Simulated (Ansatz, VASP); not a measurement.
One calculation of TaV, two programs

```xyz
2
Lattice="1.6173 -2.3231 0.0000 1.6173 2.3231 0.0000 0.0000 0.0000 4.3701" Properties=species:S:1:pos:R:3 pbc="T T T"
Ta    0.0000    0.0000    0.0000
V     1.6173    0.0000    2.1851
```

Alike in both runs: task single point; functional PBE; k mesh 10 × 10 × 6; occupations fermi-dirac, width 0.05 eV; collinear spin.

```csv
,VASP,Ansatz
version,VASP 6.6.1,Ansatz 0.2.0
potentials or method,"VASP PAW PBE potentials, release 64 (Ta_pv, V_sv)",Ansatz PAW
plane-wave cutoff (eV),520,420
valence electrons in the cell,24,26
```

Ansatz gave:

```
gap on the k mesh at the Fermi level (eV)                     : none
pressure (GPa)                                                : -3.5
traceless stress, the component that is largest in VASP (GPa) : -0.66
net moment per atom (μB)                                      : 0.00
```

Problem. Which values does VASP return?

Solution. gap on the k mesh at the Fermi level (eV): none; pressure (GPa): -3.3; traceless stress, the component that is largest in VASP (GPa): -0.66; net moment per atom (μB): 0.00.

A gap of «none» marks a metal or a gap that the smearing closes. VASP's potentials hold 24 valence electrons a cell and Ansatz's 26, so a difference there can come from the potentials and not from the codes.

Neither program's run includes spin-orbit coupling.
